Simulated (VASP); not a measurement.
# Sn (Fd-3m) in VASP: notebook, part 2 of 2

VASP 6.6.1. Earlier steps stand in the parts before.

### Step 4. Single point, BLYP (41.14 Å³/atom)

This run uses another cell than the first one, of 41.14 Å³/atom.

Input file INCAR:

```
SYSTEM = Sn
PREC     = Accurate       ! precision mode
ENCUT    = 520            ! plane-wave cutoff, eV
EDIFF    = 1E-6           ! SCF threshold, eV
ISMEAR   = -1             ! smearing method
SIGMA    = 0.1            ! smearing width, eV
LREAL    = .False.        ! projectors in reciprocal space
LASPH    = .True.         ! aspherical terms in the spheres
NELM     = 60             ! most SCF steps
ALGO     = Normal         ! electronic algorithm
ISIF     = 2              ! what is computed and relaxed
LWAVE    = .False.        ! write WAVECAR
LCHARG   = .False.        ! write CHGCAR
GGA      = B5             ! functional
ALDAX    = 1.0          
AGGAX    = 1.0          
AGGAC    = 1.0          
ALDAC    = 0.0          
NBANDS   = 21             ! bands
```

Input file KPOINTS:

```
Automatic mesh
0
Gamma
  13 13 13
  0 0 0
```

Input file POSCAR:

```
Sn
1.0
    0.0000000000      3.4520651889      3.4520651889
    3.4520651889      0.0000000000      3.4520651889
    3.4520651889      3.4520651889      0.0000000000
Sn
2
Direct
    0.5000000000      0.5000000000      0.5000000000
    0.7500000000      0.7500000000      0.7500000000
```

Potentials or basis: VASP PAW PBE potentials, release 64 (Sn_d).

Started as:

```console
$ cat potpaw_PBE.64/Sn_d/POTCAR > POTCAR
$ mpirun -np 1 vasp_std > vasp.out
```

OUTCAR:

```text
SYSTEM = Sn
   PREC = Accurate
   ENCUT = 520
   EDIFF = 1E-6
   ISMEAR = -1
   LREAL = .False.
   LASPH = .True.
   NELM = 60
   ISIF = 2
   GGA = B5

 ion  position               nearest neighbor table
   1  0.500  0.500  0.500-   2 2.99   2 2.99   2 2.99   2 2.99
   2  0.750  0.750  0.750-   1 2.99   1 2.99   1 2.99   1 2.99

  LATTYP: Found a face centered cubic cell.
 ALAT       =     6.9041303778

  Lattice vectors:

 A1 = (   0.0000000000,   3.4520651889,   3.4520651889)
 A2 = (   3.4520651889,   0.0000000000,   3.4520651889)
 A3 = (   3.4520651889,   3.4520651889,   0.0000000000)

Analysis of symmetry for initial positions (statically):
=====================================================================
 Subroutine PRICEL returns:
 Original cell was already a primitive cell.

 Routine SETGRP: Setting up the symmetry group for a
 face centered cubic supercell.

 Subroutine GETGRP returns: Found 48 space group operations
 (whereof 24 operations were pure point group operations)
 out of a pool of 48 trial point group operations.

The static configuration has the point symmetry T_d .
 The point group associated with its full space group is O_h .

Analysis of symmetry for dynamics (positions and initial velocities):
=====================================================================
 Subroutine PRICEL returns:
 Original cell was already a primitive cell.

 Routine SETGRP: Setting up the symmetry group for a
 face centered cubic supercell.

 Subroutine GETGRP returns: Found 48 space group operations
 (whereof 24 operations were pure point group operations)
 out of a pool of 48 trial point group operations.

The dynamic configuration has the point symmetry T_d .
 The point group associated with its full space group is O_h .

 Subroutine INISYM returns: Found 48 space group operations
 (whereof 24 operations are pure point group operations),
 and found     1 'primitive' translations

----------------------------------------------------------------------------------------

                                     Primitive cell

  volume of cell :      82.2748

  direct lattice vectors                    reciprocal lattice vectors
     0.000000000  3.452065189  3.452065189    -0.144840834  0.144840834  0.144840834
     3.452065189  0.000000000  3.452065189     0.144840834 -0.144840834  0.144840834
     3.452065189  3.452065189  0.000000000     0.144840834  0.144840834 -0.144840834

  length of vectors
     4.881957408  4.881957408  4.881957408     0.250871683  0.250871683  0.250871683

  position of ions in fractional coordinates (direct lattice)
     0.500000000  0.500000000  0.500000000
     0.750000000  0.750000000  0.750000000

  ion indices of the primitive-cell ions
   primitive index   ion index
                 1           1
                 2           2

----------------------------------------------------------------------------------------

 KPOINTS: Automatic mesh

Automatic generation of k-mesh.
 Grid dimensions read from file:
 generate k-points for:   13   13   13

 Generating k-lattice:

  Cartesian coordinates                     Fractional coordinates (reciprocal lattice)
    -0.011141603  0.011141603  0.011141603     0.076923077  0.000000000  0.000000000
     0.011141603 -0.011141603  0.011141603     0.000000000  0.076923077  0.000000000
     0.011141603  0.011141603 -0.011141603     0.000000000  0.000000000  0.076923077

  Length of vectors
     0.019297822  0.019297822  0.019297822

  Shift w.r.t. Gamma in fractional coordinates (k-lattice)
     0.000000000  0.000000000  0.000000000

 Subroutine IBZKPT returns following result:
 ===========================================

 Found     84 irreducible k-points:

 Following reciprocal coordinates:
            Coordinates               Weight
  0.000000  0.000000  0.000000      1.000000
  0.076923  0.000000  0.000000      8.000000
  0.153846  0.000000  0.000000      8.000000
  0.230769  0.000000  0.000000      8.000000
  0.307692  0.000000  0.000000      8.000000
  0.384615  0.000000  0.000000      8.000000
[... 16 lines left out ...]
  0.384615  0.153846  0.000000     24.000000
  0.461538  0.153846  0.000000     24.000000
 [... further k-points ...]
   k-points           NKPTS =     84   k-points in BZ     NKDIM =     84   number of bands    NBANDS=     21
   number of dos      NEDOS =    301   number of ions     NIONS =      2
   total plane-waves  NPLWV =  46656
   dimension x,y,z NGX =    36 NGY =   36 NGZ =   36
   dimension x,y,z NGXF=    72 NGYF=   72 NGZF=   72
   ions per type =               2
   NGX,Y,Z   is equivalent  to a cutoff of  12.26, 12.26, 12.26 a.u.
   NGXF,Y,Z  is equivalent  to a cutoff of  24.52, 24.52, 24.52 a.u.
 SYSTEM =  Sn
   PREC   = accura    normal or accurate (medium, high low for compatibility)
   ISTART =      0    job   : 0-new  1-cont  2-samecut
   ICHARG =      2    charge: 1-file 2-atom 10-const
   ISPIN  =      1    spin polarized calculation?
   LNONCOLLINEAR =      F non collinear calculations
   LSORBIT =      F    spin-orbit coupling
   LASPH  =      T    aspherical Exc in radial PAW
   ENCUT  =  520.0 eV  38.22 Ry    6.18 a.u.   9.08  9.08  9.08*2*pi/ulx,y,z
   NELM   =     60;   NELMIN=  2; NELMDL= -5     # of ELM steps
   EDIFF  = 0.1E-05   stopping-criterion for ELM
   LREAL  =      F    real-space projection
   EDIFFG = 0.1E-04   stopping-criterion for IOM
   NSW    =      0    number of steps for IOM
   IBRION =     -1    ionic relax: 0-MD 1-quasi-New 2-CG
   NFREE  =      0    steps in history (QN), initial steepest desc. (CG)
   ISIF   =      2    stress and relaxation
   ISYM   =      2    0-nonsym 1-usesym 2-fastsym
   POTIM  = 0.5000    time-step for ionic-motion
   TEBEG  =    0.0;   TEEND  =   0.0 temperature during run
   PSTRESS=    0.0 pullay stress
   NELECT =      28.0000    total number of electrons
   NUPDOWN=      -1.0000    fix difference up-down
   EMIN   =  10.00;   EMAX   =-10.00  energy-range for DOS
   EFERMI =   0.00;   METHOD = LEGACY
   ISMEAR =    -1;   SIGMA  =   0.10  broadening in eV -4-tet -1-fermi 0-gaus
   EFERMI_NEDOS =   21; number of points for ismear=-14 and -15
   IALGO  =     38    algorithm
   IMIX   =      4    mixing-type and parameters
     AMIX     =   0.40;   BMIX     =  1.00
     AMIX_MAG =   1.60;   BMIX_MAG =  1.00
  volume/ion in A,a.u.               =      41.14       277.61
  Fermi-wavevector in a.u.,A,eV,Ry     =   1.142980  2.159918 17.774687  1.306403
  Thomas-Fermi vector in A             =   2.279676
   LORBIT       =      0    0 simple, 1 ext, 2 COOP (PROOUT), +10 PAW based schemes
   GGA     = B5    functional components
   LHFCALC =     F    Hartree Fock is set to
   AEXX    =    0.0000 exact exchange contribution
   IVDW    =     0    specifies the selected vdW correction
   LEPSILON=     F    determine dielectric tensor
   LRPA    =     F    only Hartree local field effects (RPA)
 non-spin polarized calculation
  energy-cutoff  :      520.00
  volume of cell :       82.27
 maximum number of plane-waves:      2230
   NGX = 19   NGY = 19   NGZ = 19

 number of electron      27.9999981 magnetization

 Free energy of the ion-electron system (eV)
  ---------------------------------------------------
  ext. energy  EPLUGINS =         0.00000000
  ---------------------------------------------------
  free energy    TOTEN  =        -6.45603800 eV

  energy without entropy =       -6.44582938  energy(sigma->0) =       -6.45093369

 E-fermi :   4.2427     XC(G=0):  -7.5555

 val. band max:        4.1552732593   @ k =   0.3077   0.0000   0.0000
 cond. band min:       4.2614518494   @ k =  -0.0769   0.0769   0.0000
 fundamental gap:      0.1061785901
 Fermi energy:         4.2427372494

 k-point     1 :       0.0000    0.0000    0.0000
  band No.  band energies     occupation
      1     -17.0938      2.00000
      2     -17.0938      2.00000
      3     -17.0938      2.00000
      4     -17.0527      2.00000
      5     -17.0527      2.00000
      6     -16.8691      2.00000
[... 13 lines left out ...]
     20      11.9419      0.00000
     21      11.9419      0.00000

 k-point     2 :       0.0769    0.0000    0.0000
  band No.  band energies     occupation
      1     -17.0964      2.00000
      2     -17.0964      2.00000
      3     -17.0928      2.00000
      4     -17.0491      2.00000
      5     -17.0491      2.00000
      6     -16.8778      2.00000
[... 520 lines left out ...]
 k-point    24 :       0.4615    0.1538    0.0000
  band No.  band energies     occupation
      1     -17.1268      2.00000
      2     -17.1176      2.00000
      3     -17.0637      2.00000
      4     -17.0110      2.00000
      5     -17.0012      2.00000
      6     -16.9340      2.00000
[... 13 lines left out ...]
     20      12.0746      0.00000
     21      12.8301      0.00000

 [... further k-points ...]
[... 5 lines left out ...]
  --------------------------------------------------------------------------------------
  -------------------------------------------------------------------------------------
  Total       -0.5411393     -0.5411393     -0.5411393     -0.0000000     -0.0000000      0.0000000
  in kB      -10.5378671    -10.5378671    -10.5378671     -0.0000000     -0.0000000      0.0000000
  external PRESSURE =     -10.5378671 kB  Pullay stress =       0.0000000 kB

 VOLUME and BASIS-vectors are now :
 -----------------------------------------------------------------------------
  energy-cutoff  :      520.00
  volume of cell :       82.27
      direct lattice vectors                 reciprocal lattice vectors
     0.000000000  3.452065189  3.452065189    -0.144840834  0.144840834  0.144840834
     3.452065189  0.000000000  3.452065189     0.144840834 -0.144840834  0.144840834
     3.452065189  3.452065189  0.000000000     0.144840834  0.144840834 -0.144840834

 POSITION                                       TOTAL-FORCE (eV/Angst)
 -----------------------------------------------------------------------------------
      3.45207      3.45207      3.45207        -0.000000     -0.000000      0.000000
      5.17810      5.17810      5.17810         0.000000      0.000000     -0.000000
 -----------------------------------------------------------------------------------
    total drift:                                0.000000      0.000000      0.000000

  FREE ENERGIE OF THE ION-ELECTRON SYSTEM (eV)
  ---------------------------------------------------
  free  energy   TOTEN  =        -6.4560380049 eV

  energy  without entropy=       -6.4458293777  energy(sigma->0) =       -6.45093369
```

Wall time 70 s (1 thread of AMD EPYC 9R45 (Zen 5), shared host); peak memory 0.23 GiB.

What came out:

```yaml
Free_energy: -6.4560 eV
Pressure: -1.1 GPa
Band_gap_on_the_k_mesh: zero (bands 14 and 15 overlap by 0.40 eV)
```

Caveat: the PAW data sets were made with another functional, which shifts forces and pressure a little; spin-orbit coupling is left out, which moves the levels of the heavy elements.

### Step 5. Single point, BLYP (42.72 Å³/atom)

This run uses another cell than the first one, of 42.72 Å³/atom.

Input file INCAR:

```
SYSTEM = Sn
  PREC = Accurate
  ENCUT = 520
  EDIFF = 1E-7
  ISMEAR = -1
  SIGMA = 0.1
  LREAL = .False.
  LASPH = .True.
  NELM = 60
  ALGO = Normal
  ISIF = 2
  LWAVE = .False.
  LCHARG = .False.
  GGA = B5
  ALDAX = 1.0
  AGGAX = 1.0
  AGGAC = 1.0
  ALDAC = 0.0
  NBANDS = 21
```

Input file KPOINTS:

```
regular mesh
0
Gamma
  13 13 13
  0 0 0
```

Input file POSCAR:

```
Sn
1.0
    0.0000000000      3.4957668559      3.4957668559
    3.4957668559      0.0000000000      3.4957668559
    3.4957668559      3.4957668559      0.0000000000
Sn
2
Direct
    0.5000000000      0.5000000000      0.5000000000
    0.7500000000      0.7500000000      0.7500000000
```

Started as:

```console
$ cat potpaw_PBE.64/Sn_d/POTCAR > POTCAR
$ mpirun -np 1 vasp_std > vasp.out
```

Run time: 79 s. Hardware: 1 thread of AMD EPYC 9R45 (Zen 5), shared host; peak memory 0.27 GiB.

It converged, with:

| Quantity | Value |
| --- | --- |
| Free energy | -6.4282 eV |
| Pressure | -1.9 GPa |
| Band gap on the k mesh | zero (bands 14 and 15 overlap by 0.45 eV) |

Levels at points of the mesh, in eV from the Fermi level:
```csv
k point,band 12,band 13,band 14,band 15,band 16,band 17
"(0.00, 0.00, 0.00)",-2.20,0.13,0.13,0.13,2.13,2.13
```

Caveat: the PAW data sets were made with another functional, which shifts forces and pressure a little; spin-orbit coupling is left out, which moves the levels of the heavy elements.

### Step 6. The runs side by side

| task | cell | k mesh | cutoff (eV) | gap on the mesh (eV) | pressure (GPa) |
| --- | --- | --- | --- | --- | --- |
| single point | a = 4.819 Å, angles 60.0°, 2 atoms | 13 × 13 × 13 | 520 | none | -0.1 |
| relaxation of cell and atoms | relaxed from a = 4.590 Å, angles 60.0°, 2 atoms | 9 × 9 × 9 | 600 | none | 0.0 |
| single point | a = 4.882 Å, angles 60.0°, 2 atoms | 13 × 13 × 13 | 520 | none | -1.1 |
| single point | a = 4.944 Å, angles 60.0°, 2 atoms | 13 × 13 × 13 | 520 | none | -1.9 |

Alike in all rows: level BLYP; potentials or basis VASP PAW PBE potentials, release 64 (Sn_d); no spin polarisation; smearing fermi-dirac 0.1 eV.

Caveats: the PAW data sets were made with another functional, which shifts forces and pressure a little; spin-orbit coupling is left out, which moves the levels of the heavy elements; the volume moved by over 15 % at a fixed basis, so the end points are rough (at least some runs).

Absolute energies hang on the potentials; compare differences alone.
